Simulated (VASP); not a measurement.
# Al3Ga5As8 (P1) in VASP: single point with PBEsol

Aim: the single point of Al3Ga5As8 with PBEsol.

Everything below comes from runs of VASP 6.6.1. Logs are shortened: lines on timing, memory, paths and dates and some standing lists are left out, and cuts for length are marked.

### 1 The cell of the first run

The typed cell holds 64 atoms: a = 11.349 Å, b = 11.349 Å, c = 11.349 Å, α = 90.00°, β = 90.00°, γ = 90.00°.

### 2 Single point, PBEsol

INCAR

```
PREC = Accurate ; ENCUT = 520
EDIFF = 1E-6 ; ISMEAR = -1
SIGMA = 0.05 ; LREAL = Auto
LASPH = T ; NELM = 100
ALGO = Normal ; ISIF = 2
LWAVE = F ; LCHARG = F
GGA = PS ; NBANDS = 266
```

KPOINTS

```
Automatic mesh
0
Gamma
  1 1 1
  0.5 0.5 0.5
```

POSCAR

```
Al3Ga5As8
1.0
   11.3488529460      0.0000000000      0.0000000000
    0.0000000000     11.3488529460      0.0000000000
    0.0000000000      0.0000000000     11.3488529460
Ga Al As
20 12 32
Direct
    0.0000050000      0.9998190000      0.9999730000
    0.9995870000      0.9998290000      0.5000920000
    0.0004100000      0.4999080000      0.4997780000
    0.4999160000      0.0001200000      0.9999820000
    0.4999240000      0.0005970000      0.4999300000
    0.4992740000      0.4996390000      0.0001030000
    0.4997060000      0.4998570000      0.5000960000
    0.2503490000      0.2504260000      0.5002120000
    0.2501690000      0.7501940000      0.0001040000
    0.2496450000      0.7498490000      0.5000990000
    0.7496450000      0.2498390000      0.5000360000
    0.7503040000      0.7504250000      0.4995660000
    0.2500560000      0.0001240000      0.7498360000
    0.2501880000      0.5004870000      0.2505150000
    0.2498910000      0.4999050000      0.7499680000
    0.7499300000      0.0000390000      0.2504990000
    0.0003010000      0.2498970000      0.7494100000
    0.0003490000      0.7502960000      0.2504750000
    0.5000180000      0.2501500000      0.2504330000
    0.4998310000      0.2500490000      0.7499240000
    0.9999070000      0.5002800000      0.9997310000
    0.2498580000      0.2499230000      0.9995910000
    0.7500090000      0.2500560000      0.0000290000
    0.7496870000      0.7501970000      0.0000420000
    0.2497710000      0.0001210000      0.2496360000
    0.7500060000      0.0003500000      0.7499370000
    0.7498660000      0.5000810000      0.2499190000
    0.7497350000      0.5000240000      0.7495210000
    0.9998180000      0.2499540000      0.2497950000
    0.0001230000      0.7498440000      0.7498140000
    0.5000150000      0.7498070000      0.2496510000
    0.4997390000      0.7502750000      0.7498130000
    0.1248680000      0.1251200000      0.1248450000
    0.1251500000      0.1250000000      0.6246640000
    0.1251740000      0.6253210000      0.1251720000
    0.1251750000      0.6247870000      0.6251520000
    0.6249470000      0.1249870000      0.1252800000
    0.6248530000      0.1253430000      0.6251940000
    0.6248640000      0.6247880000      0.1248500000
    0.6249800000      0.6253330000      0.6245290000
    0.3746610000      0.3748060000      0.1253790000
    0.3749860000      0.3751170000      0.6254800000
    0.3750720000      0.8750830000      0.1250570000
    0.3746610000      0.8751780000      0.6247140000
    0.8749480000      0.3752300000      0.1251030000
    0.8749620000      0.3747570000      0.6247040000
    0.8749250000      0.8749890000      0.1254170000
    0.8749250000      0.8749780000      0.6252880000
    0.3747240000      0.1252640000      0.3748180000
    0.3751250000      0.1250490000      0.8746870000
    0.3750740000      0.6253220000      0.3752270000
    0.3746430000      0.6248770000      0.8749020000
    0.8748050000      0.1251630000      0.3751500000
    0.8752330000      0.1251770000      0.8747640000
    0.8751000000      0.6250950000      0.3748280000
    0.8746920000      0.6253060000      0.8747520000
    0.1252260000      0.3748540000      0.3747590000
    0.1249690000      0.3750610000      0.8746080000
    0.1250710000      0.8752060000      0.3752090000
    0.1251350000      0.8749480000      0.8748710000
    0.6250320000      0.3750960000      0.3751480000
    0.6247140000      0.3749470000      0.8748110000
    0.6247890000      0.8750230000      0.3748730000
    0.6250110000      0.8752530000      0.8748550000
```

Potentials or basis: VASP PAW PBE potentials, release 64 (Ga_d, Al, As).

Command:

```sh
> cat potpaw_PBE.64/Ga_d/POTCAR potpaw_PBE.64/Al/POTCAR potpaw_PBE.64/As/POTCAR > POTCAR
> mpirun -np 1 vasp_std > vasp.out
```

OUTCAR:

```text
PREC = Accurate
   ENCUT = 520
   EDIFF = 1E-6
   ISMEAR = -1
   LREAL = Auto
   LASPH = T
   NELM = 100
   ISIF = 2
   GGA = PS

 ion  position               nearest neighbor table
   1  0.000  1.000  1.000-  33 2.46  60 2.46  54 2.46  47 2.46
   2  1.000  1.000  0.500-  48 2.46  59 2.46  53 2.46  34 2.46
   3  0.000  0.500  0.500-  57 2.46  36 2.46  55 2.46  46 2.46
   4  0.500  0.000  1.000-  43 2.46  50 2.46  64 2.46  37 2.46
   5  0.500  0.001  0.500-  38 2.46  49 2.46  44 2.46  63 2.46
   6  0.499  0.500  0.000-  41 2.46  52 2.46  62 2.46  39 2.46
[... 56 lines left out ...]
  63  0.625  0.875  0.375-  16 2.45  12 2.46  31 2.46   5 2.46
  64  0.625  0.875  0.875-  24 2.46  26 2.46   4 2.46  32 2.46

  LATTYP: Found a simple cubic cell.
 ALAT       =    11.3488529460

  Lattice vectors:

 A1 = (  11.3488529460,   0.0000000000,   0.0000000000)
 A2 = (   0.0000000000,  11.3488529460,   0.0000000000)
 A3 = (   0.0000000000,   0.0000000000,  11.3488529460)

Analysis of symmetry for initial positions (statically):
=====================================================================
 Subroutine PRICEL returns:
 Original cell was already a primitive cell.

 Routine SETGRP: Setting up the symmetry group for a
 simple cubic supercell.

 Subroutine GETGRP returns: Found  1 space group operations
 (whereof  1 operations were pure point group operations)
 out of a pool of 48 trial point group operations.

The static configuration has the point symmetry C_1 .

Analysis of symmetry for dynamics (positions and initial velocities):
=====================================================================
 Subroutine PRICEL returns:
 Original cell was already a primitive cell.

 Routine SETGRP: Setting up the symmetry group for a
 simple cubic supercell.

 Subroutine GETGRP returns: Found  1 space group operations
 (whereof  1 operations were pure point group operations)
 out of a pool of 48 trial point group operations.

The dynamic configuration has the point symmetry C_1 .

 Subroutine INISYM returns: Found  1 space group operations
 (whereof  1 operations are pure point group operations),
 and found     1 'primitive' translations

----------------------------------------------------------------------------------------

                                     Primitive cell

  volume of cell :    1461.6921

  direct lattice vectors                    reciprocal lattice vectors
    11.348852946  0.000000000  0.000000000     0.088114632  0.000000000  0.000000000
     0.000000000 11.348852946  0.000000000     0.000000000  0.088114632  0.000000000
     0.000000000  0.000000000 11.348852946     0.000000000  0.000000000  0.088114632

  length of vectors
    11.348852946 11.348852946 11.348852946     0.088114632  0.088114632  0.088114632

  position of ions in fractional coordinates (direct lattice)
     0.000005000  0.999819000  0.999973000
     0.999587000  0.999829000  0.500092000
     0.000410000  0.499908000  0.499778000
     0.499916000  0.000120000  0.999982000
     0.499924000  0.000597000  0.499930000
     0.499274000  0.499639000  0.000103000
[... 56 lines left out ...]
     0.624789000  0.875023000  0.374873000
     0.625011000  0.875253000  0.874855000

  ion indices of the primitive-cell ions
   primitive index   ion index
                 1           1
                 2           2
                 3           3
                 4           4
                 5           5
                 6           6
[... 56 lines left out ...]
                63          63
                64          64

----------------------------------------------------------------------------------------

 KPOINTS: Automatic mesh

Automatic generation of k-mesh.
 Grid dimensions read from file:
 generate k-points for:    1    1    1

 Generating k-lattice:

  Cartesian coordinates                     Fractional coordinates (reciprocal lattice)
     0.088114632  0.000000000  0.000000000     1.000000000  0.000000000  0.000000000
     0.000000000  0.088114632  0.000000000     0.000000000  1.000000000  0.000000000
     0.000000000  0.000000000  0.088114632     0.000000000  0.000000000  1.000000000

  Length of vectors
     0.088114632  0.088114632  0.088114632

  Shift w.r.t. Gamma in fractional coordinates (k-lattice)
     0.500000000  0.500000000  0.500000000

 Subroutine IBZKPT returns following result:
 ===========================================

 Found      1 irreducible k-points:

 Following reciprocal coordinates:
            Coordinates               Weight
  0.500000  0.500000  0.500000      1.000000
   k-points           NKPTS =      1   k-points in BZ     NKDIM =      1   number of bands    NBANDS=    266
   number of dos      NEDOS =    301   number of ions     NIONS =     64
   total plane-waves  NPLWV = 592704
   dimension x,y,z NGX =    84 NGY =   84 NGZ =   84
   dimension x,y,z NGXF=   168 NGYF=  168 NGZF=  168
   ions per type =              20  12  32
   NGX,Y,Z   is equivalent  to a cutoff of  12.30, 12.30, 12.30 a.u.
   NGXF,Y,Z  is equivalent  to a cutoff of  24.61, 24.61, 24.61 a.u.
 SYSTEM =  unknown system
   PREC   = accura    normal or accurate (medium, high low for compatibility)
   ISTART =      0    job   : 0-new  1-cont  2-samecut
   ICHARG =      2    charge: 1-file 2-atom 10-const
   ISPIN  =      1    spin polarized calculation?
   LNONCOLLINEAR =      F non collinear calculations
   LSORBIT =      F    spin-orbit coupling
   LASPH  =      T    aspherical Exc in radial PAW
   ENCUT  =  520.0 eV  38.22 Ry    6.18 a.u.  21.10 21.10 21.10*2*pi/ulx,y,z
   NELM   =    100;   NELMIN=  2; NELMDL= -5     # of ELM steps
   EDIFF  = 0.1E-05   stopping-criterion for ELM
   LREAL  =      T    real-space projection
   EDIFFG = 0.1E-04   stopping-criterion for IOM
   NSW    =      0    number of steps for IOM
   IBRION =     -1    ionic relax: 0-MD 1-quasi-New 2-CG
   NFREE  =      0    steps in history (QN), initial steepest desc. (CG)
   ISIF   =      2    stress and relaxation
   ISYM   =      2    0-nonsym 1-usesym 2-fastsym
   POTIM  = 0.5000    time-step for ionic-motion
   TEBEG  =    0.0;   TEEND  =   0.0 temperature during run
   PSTRESS=    0.0 pullay stress
   NELECT =     456.0000    total number of electrons
   NUPDOWN=      -1.0000    fix difference up-down
   EMIN   =  10.00;   EMAX   =-10.00  energy-range for DOS
   EFERMI =   0.00;   METHOD = LEGACY
   ISMEAR =    -1;   SIGMA  =   0.05  broadening in eV -4-tet -1-fermi 0-gaus
   EFERMI_NEDOS =   21; number of points for ismear=-14 and -15
   IALGO  =     38    algorithm
   IMIX   =      4    mixing-type and parameters
     AMIX     =   0.40;   BMIX     =  1.00
     AMIX_MAG =   1.60;   BMIX_MAG =  1.00
  volume/ion in A,a.u.               =      22.84       154.12
  Fermi-wavevector in a.u.,A,eV,Ry     =   1.110311  2.098183 16.773120  1.232790
  Thomas-Fermi vector in A             =   2.246861
   LORBIT       =      0    0 simple, 1 ext, 2 COOP (PROOUT), +10 PAW based schemes
   GGA     = PS    functional components
   LHFCALC =     F    Hartree Fock is set to
   AEXX    =    0.0000 exact exchange contribution
   IVDW    =     0    specifies the selected vdW correction
   LEPSILON=     F    determine dielectric tensor
   LRPA    =     F    only Hartree local field effects (RPA)
 non-spin polarized calculation
  energy-cutoff  :      520.00
  volume of cell :     1461.69
 maximum number of plane-waves:     39456
 NGX is ok and might be reduce to    84
   NGX = 43   NGY = 43   NGZ = 43

 number of electron     456.0000457 magnetization

 Free energy of the ion-electron system (eV)
  ---------------------------------------------------
  ext. energy  EPLUGINS =         0.00000000
  ---------------------------------------------------
  free energy    TOTEN  =      -297.88119992 eV

  energy without entropy =     -297.88119990  energy(sigma->0) =     -297.88119991

 E-fermi :   4.2787     XC(G=0):  -9.4956

 val. band max:        3.2377937382   @ k =   0.5000   0.5000   0.5000
 cond. band min:       5.2558112498   @ k =   0.5000   0.5000   0.5000
 fundamental gap:      2.0180175116
 Fermi energy:         4.2787112173

 k-point     1 :       0.5000    0.5000    0.5000
  band No.  band energies     occupation
      1     -10.9690      2.00000
      2     -10.9645      2.00000
      3     -10.9590      2.00000
      4     -10.9573      2.00000
      5     -10.9565      2.00000
      6     -10.9535      2.00000
[... 232 lines left out ...]
    239       5.8052      0.00000
    240       5.8171      0.00000
 [bands above 240 left out]

------------------------ aborting loop because EDIFF is reached ----------------------------------------

  FORCE on cell =-STRESS in cart. coord.  units (eV):
  Direction    XX          YY          ZZ          XY          YZ          ZX
  --------------------------------------------------------------------------------------
  -------------------------------------------------------------------------------------
  Total        2.0410351      2.0820456      2.0228951     -0.0071496     -0.0093321      0.0069515
  in kB        2.2372018      2.2821538      2.2173183     -0.0078367     -0.0102290      0.0076196
  external PRESSURE =       2.2455580 kB  Pullay stress =       0.0000000 kB

 VOLUME and BASIS-vectors are now :
 -----------------------------------------------------------------------------
  energy-cutoff  :      520.00
  volume of cell :     1461.69
      direct lattice vectors                 reciprocal lattice vectors
    11.348852946  0.000000000  0.000000000     0.088114632  0.000000000  0.000000000
     0.000000000 11.348852946  0.000000000     0.000000000  0.088114632  0.000000000
     0.000000000  0.000000000 11.348852946     0.000000000  0.000000000  0.088114632

 POSITION                                       TOTAL-FORCE (eV/Angst)
 -----------------------------------------------------------------------------------
      0.00006     11.34680     11.34855         0.001858      0.002733      0.003573
     11.34417     11.34691      5.67547         0.005681      0.005542     -0.002953
      0.00465      5.67338      5.67191        -0.002893     -0.001151      0.005359
      5.67347      0.00136     11.34865        -0.001132      0.002828      0.000961
      5.67356      0.00678      5.67363        -0.004178     -0.002246     -0.001858
      5.66619      5.67033      0.00117         0.005308      0.001076     -0.003459
[... 56 lines left out ...]
      7.09064      9.93051      4.25438         0.010127      0.006456      0.009342
      7.09316      9.93312      9.92860        -0.005301      0.002482      0.009363
 -----------------------------------------------------------------------------------
    total drift:                                0.012994     -0.052393     -0.025047

  FREE ENERGIE OF THE ION-ELECTRON SYSTEM (eV)
  ---------------------------------------------------
  free  energy   TOTEN  =      -297.8811999192 eV

  energy  without entropy=     -297.8811998986  energy(sigma->0) =     -297.88119991
```

Wall time 17 min (1 thread of AMD EPYC 7R13 (Zen 3), shared host); peak memory 1.2 GiB.

Results:

| Item | Value |
| --- | --- |
| Free energy | -297.8812 eV |
| Pressure | 0.2 GPa |
| Largest force | 0.019 eV/Å |
| Band gap on the k mesh | 2.02 eV |

Forces in eV/Å, atoms in the order of the input:
```
Ga   0.002  0.003  0.004
Ga   0.006  0.006 -0.003
Ga  -0.003 -0.001  0.005
Ga  -0.001  0.003  0.001
Ga  -0.004 -0.002 -0.002
Ga   0.005  0.001 -0.003
Ga   0.002  0.002 -0.001
Ga  -0.005 -0.003 -0.002
Ga  -0.004 -0.001  0.001
Ga   0.004  0.002 -0.003
Ga   0.002  0.003 -0.003
Ga  -0.002 -0.002  0.007
Ga  -0.003  0.004 -0.001
Ga   0.002 -0.003 -0.003
Ga   0.004 -0.002 -0.004
Ga   0.001  0.005 -0.001
Ga   0.002  0.004 -0.001
Ga  -0.002  0.003 -0.002
Ga   0.003 -0.004  0.000
Ga  -0.002 -0.002 -0.004
Al  -0.001  0.009 -0.006
Al  -0.003 -0.003 -0.007
Al  -0.002  0.002  0.002
Al  -0.006 -0.001  0.001
Al  -0.004  0.000 -0.003
Al   0.003  0.002 -0.004
Al  -0.005 -0.002  0.000
Al  -0.004  0.008 -0.005
Al  -0.004 -0.002  0.001
Al  -0.002  0.001 -0.001
Al  -0.002 -0.001 -0.006
Al  -0.001  0.000 -0.006
As   0.000 -0.004  0.001
As  -0.005 -0.004  0.013
As  -0.004 -0.003  0.005
As   0.003  0.002 -0.008
As  -0.004 -0.005  0.001
As   0.000  0.000 -0.005
As  -0.001  0.006  0.001
As  -0.004 -0.004  0.001
As   0.006  0.012  0.002
As   0.002  0.000 -0.011
As  -0.002 -0.001 -0.016
As   0.001 -0.001  0.001
As   0.002 -0.006 -0.005
As   0.009  0.004 -0.003
As   0.007  0.006 -0.006
As   0.001  0.004 -0.018
As   0.011 -0.002  0.012
As   0.005 -0.004  0.005
As  -0.009 -0.014  0.000
As   0.001  0.006  0.005
As  -0.001 -0.008  0.001
As  -0.001 -0.006  0.008
As   0.006 -0.001  0.010
As   0.011 -0.010  0.007
As  -0.004  0.011  0.012
As   0.000  0.001  0.001
As  -0.005 -0.012  0.000
As   0.005  0.004  0.004
As  -0.004 -0.004  0.003
As  -0.005 -0.002  0.008
As   0.010  0.006  0.009
As  -0.005  0.002  0.009
```

Caveat: the k points lie up to 0.55 Å⁻¹ apart; the PAW data sets were made with another functional, which shifts forces and pressure a little; a shifted mesh leaves out Γ, where band edges can lie.
